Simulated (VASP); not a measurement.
# SnS2 (P-3m1) in VASP: settings compared, part 2 of 2

VASP 6.6.1. Earlier steps stand in the parts before.

## (3) Single point, LDA (20.82 Å³/atom)

Input file INCAR:

```
SYSTEM = SnS2
PREC = Accurate ; ENCUT = 500
EDIFF = 1E-6 ; ISMEAR = 0
SIGMA = 0.05 ; LREAL = .False.
LASPH = .True. ; NELM = 120
ALGO = Normal ; ISIF = 2
LWAVE = .False. ; LCHARG = .False.
NBANDS = 20 ; GGA_COMPAT = .False.
```

Input file KPOINTS:

```
Automatic mesh
0
Gamma
  8 8 4
  0 0 0
```

Input file POSCAR:

```
SnS2
1.0
    3.6170797566      0.0000000000      0.0000000000
   -1.8085398783      3.1324829568      0.0000000000
    0.0000000000      0.0000000000      5.5122741820
Sn S
1 2
Direct
    0.0000000000      0.0000000000      0.0000000000
    0.3333333333      0.6666666667      0.2661839730
    0.6666666667      0.3333333333      0.7338160270
```

Potentials or basis: VASP PAW LDA potentials, release 64 (Sn_d, S).

Run with:

```
$ cat potpaw_LDA.64/Sn_d/POTCAR potpaw_LDA.64/S/POTCAR > POTCAR
$ mpirun -np 1 vasp_std > vasp.out
```

OUTCAR:

```text
SYSTEM = SnS2
   PREC = Accurate
   ENCUT = 500
   EDIFF = 1E-6
   ISMEAR = 0
   LREAL = .False.
   LASPH = .True.
   NELM = 120
   ISIF = 2

 ion  position               nearest neighbor table
   1  0.000  0.000  0.000-   2 2.55   3 2.55   3 2.55   2 2.55   3 2.55   2 2.55
   2  0.333  0.667  0.266-   1 2.55   1 2.55   1 2.55
   3  0.667  0.333  0.734-   1 2.55   1 2.55   1 2.55

  LATTYP: Found a hexagonal cell.
 ALAT       =     3.6170797566
 C/A-ratio  =     1.5239570463

  Lattice vectors:

 A1 = (   3.6170797566,   0.0000000000,   0.0000000000)
 A2 = (  -1.8085398783,   3.1324829568,   0.0000000000)
 A3 = (   0.0000000000,   0.0000000000,   5.5122741820)

Analysis of symmetry for initial positions (statically):
=====================================================================
 Subroutine PRICEL returns:
 Original cell was already a primitive cell.

 Routine SETGRP: Setting up the symmetry group for a
 hexagonal supercell.

 Subroutine GETGRP returns: Found 12 space group operations
 (whereof 12 operations were pure point group operations)
 out of a pool of 24 trial point group operations.

The static configuration has the point symmetry D_3d.

Analysis of symmetry for dynamics (positions and initial velocities):
=====================================================================
 Subroutine PRICEL returns:
 Original cell was already a primitive cell.

 Routine SETGRP: Setting up the symmetry group for a
 hexagonal supercell.

 Subroutine GETGRP returns: Found 12 space group operations
 (whereof 12 operations were pure point group operations)
 out of a pool of 24 trial point group operations.

The dynamic configuration has the point symmetry D_3d.

[... 113 lines left out ...]
   EMIN   =  10.00;   EMAX   =-10.00  energy-range for DOS
   EFERMI =   0.00;   METHOD = LEGACY
   ISMEAR =     0;   SIGMA  =   0.05  broadening in eV -4-tet -1-fermi 0-gaus
   EFERMI_NEDOS =   21; number of points for ismear=-14 and -15
   IALGO  =     38    algorithm
   IMIX   =      4    mixing-type and parameters
     AMIX     =   0.40;   BMIX     =  1.00
     AMIX_MAG =   1.60;   BMIX_MAG =  1.00
  volume/ion in A,a.u.               =      20.82       140.49
  Fermi-wavevector in a.u.,A,eV,Ry     =   1.222381  2.309966 20.330048  1.494216
  Thomas-Fermi vector in A             =   2.357530
   LORBIT       =      0    0 simple, 1 ext, 2 COOP (PROOUT), +10 PAW based schemes
   GGA     = CA    functional components
   LHFCALC =     F    Hartree Fock is set to
   AEXX    =    0.0000 exact exchange contribution
   IVDW    =     0    specifies the selected vdW correction
   LEPSILON=     F    determine dielectric tensor
   LRPA    =     F    only Hartree local field effects (RPA)
 non-spin polarized calculation
 Gauss-broadening in eV      SIGMA  =   0.05
  energy-cutoff  :      500.00
  volume of cell :       62.46
 maximum number of plane-waves:      1612
 NGX is ok and might be reduce to    28
   NGX = 13   NGY = 13   NGZ = 21

 number of electron      25.9999999 magnetization

 Free energy of the ion-electron system (eV)
  ---------------------------------------------------
  ext. energy  EPLUGINS =         0.00000000
  ---------------------------------------------------
  free energy    TOTEN  =       -15.06004578 eV

  energy without entropy =      -15.06004578  energy(sigma->0) =      -15.06004578

 E-fermi :   6.1562     XC(G=0): -10.4400

 val. band max:        5.9217248755   @ k =   0.0000   0.0000   0.0000
 cond. band min:       6.9382568528   @ k =   0.0000   0.3750   0.2500
 fundamental gap:      1.0165319774
 Fermi energy:         6.1561616731

 k-point     1 :       0.0000    0.0000    0.0000
  band No.  band energies     occupation
      1     -15.3446      2.00000
      2     -15.3446      2.00000
      3     -15.2925      2.00000
      4     -15.2617      2.00000
      5     -15.2617      2.00000
      6      -8.5529      2.00000
[... 541 lines left out ...]
     19      13.4892      0.00000
     20      15.9944      0.00000

 [... further k-points ...]

------------------------ aborting loop because EDIFF is reached ----------------------------------------

  FORCE on cell =-STRESS in cart. coord.  units (eV):
  Direction    XX          YY          ZZ          XY          YZ          ZX
  --------------------------------------------------------------------------------------
  -------------------------------------------------------------------------------------
  Total        0.5605480      0.5605480      0.5530865      0.0000000      0.0000000      0.0000000
  in kB       14.3795659     14.3795659     14.1881586      0.0000000      0.0000000      0.0000000
  external PRESSURE =      14.3157634 kB  Pullay stress =       0.0000000 kB

 VOLUME and BASIS-vectors are now :
 -----------------------------------------------------------------------------
  energy-cutoff  :      500.00
  volume of cell :       62.46
      direct lattice vectors                 reciprocal lattice vectors
     3.617079757  0.000000000  0.000000000     0.276466118  0.159617788  0.000000000
    -1.808539878  3.132482957  0.000000000     0.000000000  0.319235576  0.000000000
     0.000000000  0.000000000  5.512274182     0.000000000  0.000000000  0.181413327

 POSITION                                       TOTAL-FORCE (eV/Angst)
 -----------------------------------------------------------------------------------
      0.00000      0.00000      0.00000         0.000000      0.000000      0.000000
     -0.00000      2.08832      1.46728        -0.000000     -0.000000     -0.009968
      1.80854      1.04416      4.04500         0.000000      0.000000      0.009968
 -----------------------------------------------------------------------------------
    total drift:                                0.000000     -0.000000     -0.000000

  FREE ENERGIE OF THE ION-ELECTRON SYSTEM (eV)
  ---------------------------------------------------
  free  energy   TOTEN  =       -15.0600457767 eV

  energy  without entropy=      -15.0600457767  energy(sigma->0) =      -15.06004578
```

It took 18 s on 1 thread of AMD EPYC 9R45 (Zen 5), shared host; peak memory 0.14 GiB.

Results:

| Property | Result |
| --- | --- |
| Free energy | -15.0600 eV |
| Pressure | 1.4 GPa |
| Largest force | 0.010 eV/Å |
| Band gap on the k mesh | 1.02 eV (least direct gap 1.49 eV) |

Forces on the atoms (eV/Å):
```
Sn   0.000  0.000  0.000
S    0.000  0.000 -0.010
S    0.000  0.000  0.010
```

Levels at points of the mesh, in eV from the valence-band top:
```tsv
k point	band 11	band 12	band 13	band 14	band 15	band 16
(0.00, 0.00, 0.00)	-0.84	-0.84	0.00	1.49	3.08	5.06
(0.50, 0.00, 0.00)	-3.12	-1.83	-0.54	1.49	3.93	5.12
(0.00, 0.00, 0.50)	-1.20	-0.54	-0.54	2.99	3.23	4.57
(0.50, 0.00, 0.50)	-2.06	-1.26	-1.25	1.20	4.11	4.94
```

Caveat: spin-orbit coupling is left out, which moves the levels of the heavy elements. A k mesh can miss the band edges.

## (4) Single point, PBE+D4 (21.08 Å³/atom)

This run uses another cell than the first one, of 21.08 Å³/atom.

Input file INCAR:

```
SYSTEM = SnS2
PREC = Accurate
ENCUT = 500
EDIFF = 1E-6
ISMEAR = 0
SIGMA = 0.05
LREAL = .FALSE.
LASPH = .TRUE.
NELM = 120
ALGO = Normal
ISIF = 2
LWAVE = .FALSE.
LCHARG = .FALSE.
GGA = PE
IVDW = 13
NBANDS = 20
GGA_COMPAT = .FALSE.
```

Input file KPOINTS:

```
Automatic mesh
0
G
  8 8 4
  0 0 0
```

Input file POSCAR:

```
SnS2
1.0
    3.6398363840      0.0000000000      0.0000000000
   -1.8199181920      3.1521907742      0.0000000000
    0.0000000000      0.0000000000      5.5124410390
Sn S
1 2
Direct
    0.0000000000      0.0000000000      0.0000000000
    0.3333333333      0.6666666667      0.2675793043
    0.6666666667      0.3333333333      0.7324206957
```

Potentials or basis: VASP PAW PBE potentials, release 64 (Sn_d, S).

Run with:

```
$ cat potpaw_PBE.64/Sn_d/POTCAR potpaw_PBE.64/S/POTCAR > POTCAR
$ mpirun -np 1 vasp_std > vasp.out
```

Run time: 19 s. Hardware: 1 thread of AMD EPYC 9R45 (Zen 5), shared host; peak memory 0.16 GiB.

The run converged. Its results:

| Property | Result |
| --- | --- |
| Free energy | -14.1961 eV |
| Pressure | 2.4 GPa |
| Largest force | 0.005 eV/Å |
| Band gap on the k mesh | 1.12 eV (least direct gap 1.57 eV) |
| Dispersion energy per atom | -0.383 eV |

Forces on the atoms (eV/Å):
```
Sn   0.000  0.000  0.000
S    0.000  0.000 -0.005
S    0.000  0.000  0.005
```

Stress tensor (GPa, compression positive):
```
2.36 0.00 0.00
0.00 2.36 0.00
0.00 0.00 2.45
```

Levels at points of the mesh, in eV from the valence-band top:
| k point | band 11 | band 12 | band 13 | band 14 | band 15 | band 16 |
| --- | --- | --- | --- | --- | --- | --- |
| (0.00, 0.00, 0.00) | -0.86 | -0.86 | 0.00 | 1.57 | 3.25 | 5.17 |
| (0.50, 0.00, 0.00) | -3.04 | -1.76 | -0.55 | 1.58 | 4.10 | 5.29 |
| (0.00, 0.00, 0.50) | -1.19 | -0.56 | -0.56 | 3.03 | 3.39 | 4.68 |
| (0.50, 0.00, 0.50) | -2.01 | -1.25 | -1.21 | 1.29 | 4.29 | 5.11 |

Caveat: spin-orbit coupling is left out, which moves the levels of the heavy elements. A k mesh can miss the band edges.

## (5) Summary

| level | potentials or basis | cell | gap on the mesh (eV) | pressure (GPa) | largest force (eV/Å) |
| --- | --- | --- | --- | --- | --- |
| LDA | VASP PAW LDA potentials, release 64 (Sn_d, S) | a = 3.619, b = 3.619, c = 5.507 Å, angles 90.0, 90.0, 120.0°, 3 atoms, atomic positions A | 1.01 | 1.4 | 0.01 |
| LDA | VASP PAW LDA potentials, release 64 (Sn_d, S) | a = 3.617, b = 3.617, c = 5.512 Å, angles 90.0, 90.0, 120.0°, 3 atoms, atomic positions A | 1.02 | 1.4 | 0.01 |
| PBE+D4 | VASP PAW PBE potentials, release 64 (Sn_d, S) | a = 3.640, b = 3.640, c = 5.512 Å, angles 90.0, 90.0, 120.0°, 3 atoms, atomic positions B | 1.12 | 2.4 | 0.01 |

Alike in all rows: task single point; no spin polarisation; k mesh 8 × 8 × 4; cutoff (eV) 500; smearing gaussian 0.05 eV.

Caveats: spin-orbit coupling is left out, which moves the levels of the heavy elements.

Total energies depend on the potentials used, so only differences within one code and one set of settings carry meaning.
